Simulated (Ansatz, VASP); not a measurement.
## One calculation of Mg, two programs

```
Mg
1.0
    -1.91459    1.91459    1.77276
     1.91459   -1.91459    1.77276
     1.91459    1.91459   -1.77276
Mg
1
Direct
  0.00000 0.00000 0.00000
```

Change from the starting cell: strain +0.080 along x and y, +0.000 along z, atoms carried along.

Alike in both runs: task single point; functional PBE; k mesh 18 × 18 × 18; occupations gaussian, width 0.15 eV; no spin polarisation.

```csv
,VASP,Ansatz
version,VASP 6.6.1,Ansatz 0.2.0
potentials or method,"VASP PAW PBE potentials, release 64 (Mg), cutoff 520 eV","scalar-relativistic, plane waves, PAW"
valence electrons in the cell,2,10
```

```tsv
	VASP	Ansatz	Ansatz less VASP
gap on the k mesh at the Fermi level (eV)	none	none	-
pressure (GPa)	-3.5	-3.4	+0.11
traceless stress, the component that is largest in VASP (GPa)	-0.08	-0.07	+0.004
```

A gap of «none» marks a metal or a gap that the smearing closes. The functional is the same, so the differences come from potentials, cutoffs and numerics. VASP's potentials hold 2 valence electrons a cell and Ansatz's 10, so a difference there can come from the potentials and not from the codes.
